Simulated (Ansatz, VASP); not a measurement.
## Two plane-wave programs on Cs6AlSb3

The input INCAR:

```
PREC = Accurate ; ENCUT = 520
EDIFF = 1E-8 ; ISMEAR = -1
SIGMA = 0.02 ; LREAL = Auto
LASPH = T ; NELM = 100
ALGO = Normal ; ISIF = 2
LWAVE = F ; LCHARG = F
GGA = PE ; LEFG = T
NBANDS = 88
```

File KPOINTS:

```
Automatic mesh
0
Gamma
  3 5 3
```

POSCAR

```
Cs6AlSb3
1.0
   10.8446000000      0.0000000000      0.0000000000
    0.0000000000      6.5069000000      0.0000000000
   -2.4137997492      0.0000000000     12.4760404589
Cs Al Sb
12 2 6
Direct
    0.6185900000      0.2500000000      0.1740900000
    0.3814100000      0.7500000000      0.8259100000
    0.2548800000      0.2500000000      0.2831400000
    0.7451200000      0.7500000000      0.7168600000
    0.9576300000      0.2500000000      0.4229800000
    0.0423700000      0.7500000000      0.5770200000
    0.5988500000      0.2500000000      0.8656800000
    0.4011500000      0.7500000000      0.1343200000
    0.6315800000      0.2500000000      0.5190400000
    0.3684200000      0.7500000000      0.4809600000
    0.9474500000      0.2500000000      0.0518000000
    0.0525500000      0.7500000000      0.9482000000
    0.8244000000      0.7500000000      0.2208600000
    0.1756000000      0.2500000000      0.7791400000
    0.6883300000      0.7500000000      0.3752600000
    0.3116700000      0.2500000000      0.6247400000
    0.0701300000      0.7500000000      0.2678900000
    0.9298700000      0.2500000000      0.7321100000
    0.7126300000      0.7500000000      0.0188300000
    0.2873700000      0.2500000000      0.9811700000
```

Input for Ansatz:

```yaml
crystal:
  lattice:
    - [10.8446, 0.0, 0.0]
    - [0.0, 6.5069, 0.0]
    - [-2.4137997492, 0.0, 12.4760404589]
  atoms:
    - { symbol: Cs, position: [0.61859, 0.25, 0.17409] }
    - { symbol: Cs, position: [0.38141, 0.75, 0.82591] }
    - { symbol: Cs, position: [0.25488, 0.25, 0.28314] }
    - { symbol: Cs, position: [0.74512, 0.75, 0.71686] }
    - { symbol: Cs, position: [0.95763, 0.25, 0.42298] }
    - { symbol: Cs, position: [0.04237, 0.75, 0.57702] }
    - { symbol: Cs, position: [0.59885, 0.25, 0.86568] }
    - { symbol: Cs, position: [0.40115, 0.75, 0.13432] }
    - { symbol: Cs, position: [0.63158, 0.25, 0.51904] }
    - { symbol: Cs, position: [0.36842, 0.75, 0.48096] }
    - { symbol: Cs, position: [0.94745, 0.25, 0.0518] }
    - { symbol: Cs, position: [0.05255, 0.75, 0.9482] }
    - { symbol: Al, position: [0.8244, 0.75, 0.22086] }
    - { symbol: Al, position: [0.1756, 0.25, 0.77914] }
    - { symbol: Sb, position: [0.68833, 0.75, 0.37526] }
    - { symbol: Sb, position: [0.31167, 0.25, 0.62474] }
    - { symbol: Sb, position: [0.07013, 0.75, 0.26789] }
    - { symbol: Sb, position: [0.92987, 0.25, 0.73211] }
    - { symbol: Sb, position: [0.71263, 0.75, 0.01883] }
    - { symbol: Sb, position: [0.28737, 0.25, 0.98117] }
kpoints:
  mp_grid: { grid: [3, 5, 3] }
scf:
  occupations: { method: fermi_dirac, width: 0.02 }
hamiltonian:
  xc: pbe
  pseudopotentials: { kind: paw }
output:
  forces: true
  stress: true
  populations: true
  efg:
    quadrupole_moments_barn: { Cs: -0.00343, Al: 0.1466, Sb: -0.543 }
    contact_densities: true
```

Alike in both runs: task electric field gradients; functional PBE; k mesh 3 × 5 × 3; occupations fermi-dirac, width 0.02 eV; no spin polarisation.

|  | VASP | Ansatz |
| --- | --- | --- |
| version | VASP 6.6.1 | Ansatz 0.2.0 |
| potentials or method | VASP PAW PBE potentials, release 64 (Cs_sv, Al, Sb) | plane-wave PAW, scalar-relativistic |
| plane-wave cutoff (eV) | 520 | 420 |
| valence electrons in the cell | 144 | 204 |

VASP gave:

* pressure (GPa): 0.9
* traceless stress, the component that is largest in VASP (GPa): -0.17
* rms of the force components (eV/Å): 0.054
* size of Vzz on the site where it differs most (V/Å²): 93.0

Which values does Ansatz return?

Pressure (GPa): 0.8; traceless stress, the component that is largest in VASP (GPa): -0.15; rms of the force components (eV/Å): 0.047; size of Vzz on the site where it differs most (V/Å²): 106.2.

Atom by atom the forces differ by 0.007 eV/Å (rms over components). VASP's potentials hold 144 valence electrons a cell and Ansatz's 204, so a difference there can come from the potentials and not from the codes.

Spin-orbit coupling is off throughout.
